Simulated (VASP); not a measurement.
# SnO2 (Pnnm) in VASP: further runs

SnO2 is run at these levels: PBEsol; tasks: single point.

All numbers are computed with VASP 6.6.1; they aren't measurements. Logs are shortened: lines on timing, memory, paths and dates and some standing lists are left out, and cuts for length are marked.

**1. The cell of the first run**

The structure is orthorhombic, space group Pnnm (No. 58). The conventional cell has a = 4.769 Å, b = 4.769 Å, c = 3.211 Å, α = 90.00°, β = 90.00°, γ = 90.00°. Sn (site symmetry 2/m) has 6 O at 2.15 Å within 2.8 Å. Within 2.9 Å of O (site symmetry m) lie 3 Sn at 2.15 Å and 6 O at 2.30 to 2.89 Å.

**2. Single point, PBEsol (atoms displaced along a vibrational mode)**

Contents of INCAR:

```
SYSTEM = SnO2
PREC = Accurate ; ENCUT = 520
EDIFF = 1E-7 ; ISMEAR = 0
SIGMA = 0.05 ; LREAL = .False.
LASPH = .True. ; NELM = 80
ALGO = Normal ; ISIF = 2
LWAVE = .False. ; LCHARG = .False.
GGA = PS ; NBANDS = 35
```

Contents of KPOINTS:

```
Automatic mesh
0
Gamma
  6 6 8
  0 0 0
```

Contents of POSCAR:

```
SnO2
1.0
    4.7687243422      0.0000000000      0.0000000000
    0.0000000000      4.7687243422      0.0000000000
    0.0000000000      0.0000000000      3.2113691866
Sn O
2 4
Direct
    0.0000000000      0.0000000000      0.0000000000
    0.5000000000      0.5000000000      0.5000000000
    0.2176265853      0.3949695495      0.0000000000
    0.2823734147      0.8949695495      0.5000000000
    0.7823734147      0.6050304505      0.0000000000
    0.7176265853      0.1050304505      0.5000000000
```

Potentials or basis: VASP PAW PBE potentials, release 64 (Sn_d, O).

Run with:

```console
$ cat potpaw_PBE.64/Sn_d/POTCAR potpaw_PBE.64/O/POTCAR > POTCAR
$ mpirun -np 1 vasp_std > vasp.out
```

OUTCAR:

```text
SYSTEM = SnO2
   PREC = Accurate
   ENCUT = 520
   EDIFF = 1E-7
   ISMEAR = 0
   LREAL = .False.
   LASPH = .True.
   NELM = 80
   ISIF = 2
   GGA = PS

 ion  position               nearest neighbor table
   1  0.000  0.000  0.000-   3 2.15   5 2.15   4 2.15   6 2.15   4 2.15   6 2.15   2 3.73   2 3.73
                             2 3.73   2 3.73   2 3.73   2 3.73   2 3.73   2 3.73
   2  0.500  0.500  0.500-   4 2.15   6 2.15   5 2.15   3 2.15   3 2.15   5 2.15   1 3.73   1 3.73
                             1 3.73   1 3.73   1 3.73   1 3.73   1 3.73   1 3.73
   3  0.218  0.395  0.000-   1 2.15   2 2.15   2 2.15
   4  0.282  0.895  0.500-   2 2.15   1 2.15   1 2.15
   5  0.782  0.605  0.000-   1 2.15   2 2.15   2 2.15
   6  0.718  0.105  0.500-   2 2.15   1 2.15   1 2.15

  LATTYP: Found a simple tetragonal cell.
 ALAT       =     4.7687243422
 C/A-ratio  =     0.6734231120

  Lattice vectors:

 A1 = (   4.7687243422,   0.0000000000,   0.0000000000)
 A2 = (   0.0000000000,   4.7687243422,   0.0000000000)
 A3 = (   0.0000000000,   0.0000000000,   3.2113691866)

Analysis of symmetry for initial positions (statically):
=====================================================================
 Subroutine PRICEL returns:
 Original cell was already a primitive cell.

 Routine SETGRP: Setting up the symmetry group for a
 simple tetragonal supercell.

 Subroutine GETGRP returns: Found  8 space group operations
 (whereof  4 operations were pure point group operations)
 out of a pool of 16 trial point group operations.

The static configuration has the point symmetry C_2h.
 The point group associated with its full space group is D_2h.

Analysis of symmetry for dynamics (positions and initial velocities):
=====================================================================
 Subroutine PRICEL returns:
 Original cell was already a primitive cell.

 Routine SETGRP: Setting up the symmetry group for a
 simple tetragonal supercell.

 Subroutine GETGRP returns: Found  8 space group operations
 (whereof  4 operations were pure point group operations)
 out of a pool of 16 trial point group operations.

The dynamic configuration has the point symmetry C_2h.
 The point group associated with its full space group is D_2h.

 Subroutine INISYM returns: Found  8 space group operations
 (whereof  4 operations are pure point group operations),
 and found     1 'primitive' translations

----------------------------------------------------------------------------------------

                                     Primitive cell

  volume of cell :      73.0289

  direct lattice vectors                    reciprocal lattice vectors
     4.768724342  0.000000000  0.000000000     0.209699687  0.000000000  0.000000000
     0.000000000  4.768724342  0.000000000     0.000000000  0.209699687  0.000000000
     0.000000000  0.000000000  3.211369187     0.000000000  0.000000000  0.311393659

  length of vectors
     4.768724342  4.768724342  3.211369187     0.209699687  0.209699687  0.311393659

  position of ions in fractional coordinates (direct lattice)
     0.000000000  0.000000000  0.000000000
     0.500000000  0.500000000  0.500000000
     0.217626585  0.394969549  0.000000000
     0.282373415  0.894969549  0.500000000
     0.782373415  0.605030451  0.000000000
     0.717626585  0.105030451  0.500000000

  ion indices of the primitive-cell ions
   primitive index   ion index
                 1           1
                 2           2
                 3           3
                 4           4
                 5           5
                 6           6

----------------------------------------------------------------------------------------

 KPOINTS: Automatic mesh

Automatic generation of k-mesh.
 Grid dimensions read from file:
 generate k-points for:    6    6    8

 Generating k-lattice:

  Cartesian coordinates                     Fractional coordinates (reciprocal lattice)
     0.034949948  0.000000000  0.000000000     0.166666667  0.000000000  0.000000000
     0.000000000  0.034949948  0.000000000     0.000000000  0.166666667  0.000000000
     0.000000000  0.000000000  0.038924207     0.000000000  0.000000000  0.125000000

  Length of vectors
     0.034949948  0.034949948  0.038924207

  Shift w.r.t. Gamma in fractional coordinates (k-lattice)
     0.000000000  0.000000000  0.000000000

 Subroutine IBZKPT returns following result:
 ===========================================

 Found     80 irreducible k-points:

 Following reciprocal coordinates:
            Coordinates               Weight
  0.000000  0.000000  0.000000      1.000000
  0.166667  0.000000  0.000000      2.000000
  0.000000  0.166667  0.000000      2.000000
  0.333333  0.000000  0.000000      2.000000
  0.000000  0.333333  0.000000      2.000000
  0.500000  0.000000  0.000000      1.000000
[... 16 lines left out ...]
  0.000000  0.500000  0.125000      2.000000
  0.166667  0.166667  0.125000      8.000000
 [... further k-points ...]
   k-points           NKPTS =     80   k-points in BZ     NKDIM =     80   number of bands    NBANDS=     35
   number of dos      NEDOS =    301   number of ions     NIONS =      6
   total plane-waves  NPLWV =  31104
   dimension x,y,z NGX =    36 NGY =   36 NGZ =   24
   dimension x,y,z NGXF=    72 NGYF=   72 NGZF=   48
   ions per type =               2   4
   NGX,Y,Z   is equivalent  to a cutoff of  12.55, 12.55, 12.42 a.u.
   NGXF,Y,Z  is equivalent  to a cutoff of  25.10, 25.10, 24.85 a.u.
 SYSTEM =  SnO2
   PREC   = accura    normal or accurate (medium, high low for compatibility)
   ISTART =      0    job   : 0-new  1-cont  2-samecut
   ICHARG =      2    charge: 1-file 2-atom 10-const
   ISPIN  =      1    spin polarized calculation?
   LNONCOLLINEAR =      F non collinear calculations
   LSORBIT =      F    spin-orbit coupling
   LASPH  =      T    aspherical Exc in radial PAW
   ENCUT  =  520.0 eV  38.22 Ry    6.18 a.u.   8.87  8.87  5.97*2*pi/ulx,y,z
   NELM   =     80;   NELMIN=  2; NELMDL= -5     # of ELM steps
   EDIFF  = 0.1E-06   stopping-criterion for ELM
   LREAL  =      F    real-space projection
   EDIFFG = 0.1E-05   stopping-criterion for IOM
   NSW    =      0    number of steps for IOM
   IBRION =     -1    ionic relax: 0-MD 1-quasi-New 2-CG
   NFREE  =      0    steps in history (QN), initial steepest desc. (CG)
   ISIF   =      2    stress and relaxation
   ISYM   =      2    0-nonsym 1-usesym 2-fastsym
   POTIM  = 0.5000    time-step for ionic-motion
   TEBEG  =    0.0;   TEEND  =   0.0 temperature during run
   PSTRESS=    0.0 pullay stress
   NELECT =      52.0000    total number of electrons
   NUPDOWN=      -1.0000    fix difference up-down
   EMIN   =  10.00;   EMAX   =-10.00  energy-range for DOS
   EFERMI =   0.00;   METHOD = LEGACY
   ISMEAR =     0;   SIGMA  =   0.05  broadening in eV -4-tet -1-fermi 0-gaus
   EFERMI_NEDOS =   21; number of points for ismear=-14 and -15
   IALGO  =     38    algorithm
   IMIX   =      4    mixing-type and parameters
     AMIX     =   0.40;   BMIX     =  1.00
     AMIX_MAG =   1.60;   BMIX_MAG =  1.00
  volume/ion in A,a.u.               =      12.17        82.14
  Fermi-wavevector in a.u.,A,eV,Ry     =   1.461878  2.762548 29.076828  2.137087
  Thomas-Fermi vector in A             =   2.578157
   LORBIT       =      0    0 simple, 1 ext, 2 COOP (PROOUT), +10 PAW based schemes
   GGA     = PS    functional components
   LHFCALC =     F    Hartree Fock is set to
   AEXX    =    0.0000 exact exchange contribution
   IVDW    =     0    specifies the selected vdW correction
   LEPSILON=     F    determine dielectric tensor
   LRPA    =     F    only Hartree local field effects (RPA)
 non-spin polarized calculation
 Gauss-broadening in eV      SIGMA  =   0.05
  energy-cutoff  :      520.00
  volume of cell :       73.03
 maximum number of plane-waves:      1994
   NGX = 17   NGY = 17   NGZ = 11

 number of electron      52.0000022 magnetization

 Free energy of the ion-electron system (eV)
  ---------------------------------------------------
  ext. energy  EPLUGINS =         0.00000000
  ---------------------------------------------------
  free energy    TOTEN  =       -38.23385096 eV

  energy without entropy =      -38.23385096  energy(sigma->0) =      -38.23385096

 E-fermi :   6.4037     XC(G=0): -11.5674

 val. band max:        6.2096575263   @ k =   0.0000   0.5000   0.5000
 cond. band min:       6.5906790223   @ k =   0.0000   0.0000   0.0000
 fundamental gap:      0.3810214960
 Fermi energy:         6.4036995546

 k-point     1 :       0.0000    0.0000    0.0000
  band No.  band energies     occupation
      1     -14.9032      2.00000
      2     -14.3473      2.00000
      3     -14.2370      2.00000
      4     -14.1687      2.00000
      5     -14.1510      2.00000
      6     -14.1267      2.00000
[... 27 lines left out ...]
     34      17.0494      0.00000
     35      18.2467      0.00000

 k-point     2 :       0.1667    0.0000    0.0000
  band No.  band energies     occupation
      1     -14.8660      2.00000
      2     -14.3747      2.00000
      3     -14.2334      2.00000
      4     -14.1663      2.00000
      5     -14.1505      2.00000
      6     -14.1345      2.00000
[... 27 lines left out ...]
     34      16.6716      0.00000
     35      18.4543      0.00000

 k-point     3 :       0.0000    0.1667    0.0000
  band No.  band energies     occupation
      1     -14.8668      2.00000
      2     -14.3751      2.00000
      3     -14.2349      2.00000
      4     -14.1659      2.00000
      5     -14.1503      2.00000
      6     -14.1353      2.00000
[... 27 lines left out ...]
     34      16.8958      0.00000
     35      18.5299      0.00000
[... 723 lines left out ...]
 k-point    23 :       0.0000    0.5000    0.1250
  band No.  band energies     occupation
      1     -14.5903      2.00000
      2     -14.5903      2.00000
      3     -14.2608      2.00000
      4     -14.2608      2.00000
      5     -14.1587      2.00000
      6     -14.1587      2.00000
[... 27 lines left out ...]
     34      16.5737      0.00000
     35      17.7340      0.00000

 k-point    24 :       0.1667    0.1667    0.1250
  band No.  band energies     occupation
      1     -14.7875      2.00000
      2     -14.3812      2.00000
      3     -14.2565      2.00000
      4     -14.2440      2.00000
      5     -14.2041      2.00000
      6     -14.1268      2.00000
[... 27 lines left out ...]
     34      16.4430      0.00000
     35      17.9118      0.00000

 [... further k-points ...]

------------------------ aborting loop because EDIFF is reached ----------------------------------------

  FORCE on cell =-STRESS in cart. coord.  units (eV):
  Direction    XX          YY          ZZ          XY          YZ          ZX
  --------------------------------------------------------------------------------------
  -------------------------------------------------------------------------------------
  Total       -2.7122406     -3.5722914     -5.1439376      0.0000000      0.0000000      0.0000000
  in kB      -59.5037201    -78.3723346   -112.8526089      0.0000000      0.0000000      0.0000000
  external PRESSURE =     -83.5762212 kB  Pullay stress =       0.0000000 kB

 VOLUME and BASIS-vectors are now :
 -----------------------------------------------------------------------------
  energy-cutoff  :      520.00
  volume of cell :       73.03
      direct lattice vectors                 reciprocal lattice vectors
     4.768724342  0.000000000  0.000000000     0.209699687  0.000000000  0.000000000
     0.000000000  4.768724342  0.000000000     0.000000000  0.209699687  0.000000000
     0.000000000  0.000000000  3.211369187     0.000000000  0.000000000  0.311393659

 POSITION                                       TOTAL-FORCE (eV/Angst)
 -----------------------------------------------------------------------------------
      0.00000      0.00000      0.00000        -0.000000      0.000000      0.000000
      2.38436      2.38436      1.60568        -0.000000      0.000000      0.000000
      1.03780      1.88350      0.00000         2.128649     -0.787890      0.000000
      1.34656      4.26786      1.60568        -2.128649     -0.787890     -0.000000
      3.73092      2.88522      0.00000        -2.128649      0.787890     -0.000000
      3.42216      0.50086      1.60568         2.128649      0.787890      0.000000
 -----------------------------------------------------------------------------------
    total drift:                                0.000000      0.000000      0.000000

  FREE ENERGIE OF THE ION-ELECTRON SYSTEM (eV)
  ---------------------------------------------------
  free  energy   TOTEN  =       -38.2338509620 eV

  energy  without entropy=      -38.2338509619  energy(sigma->0) =      -38.23385096
```

It took 2.7 min on 1 thread of Intel Xeon 8259CL, shared host; peak memory 0.28 GiB.

What came out:

```yaml
Free_energy: -38.2339 eV
Pressure: -8.4 GPa
Largest_force: 2.270 eV/Å
Band_gap_on_the_k_mesh: 0.38 eV (least direct gap 0.39 eV)
```

Forces on the atoms (eV/Å):
```
Sn   0.000  0.000  0.000
Sn   0.000  0.000  0.000
O    2.129 -0.788  0.000
O   -2.129 -0.788  0.000
O   -2.129  0.788  0.000
O    2.129  0.788  0.000
```

Caveat: the cell differs from its parent crystal (atoms displaced along a vibrational mode); the stress differs along the axes, from -11 to -6 GPa; semilocal functionals underestimate gaps, and a narrow one can read as zero; the PAW data sets were made with another functional, which shifts forces and pressure a little; spin-orbit coupling is left out, which moves the levels of the heavy elements.

(Continued in part 2 of 2.)
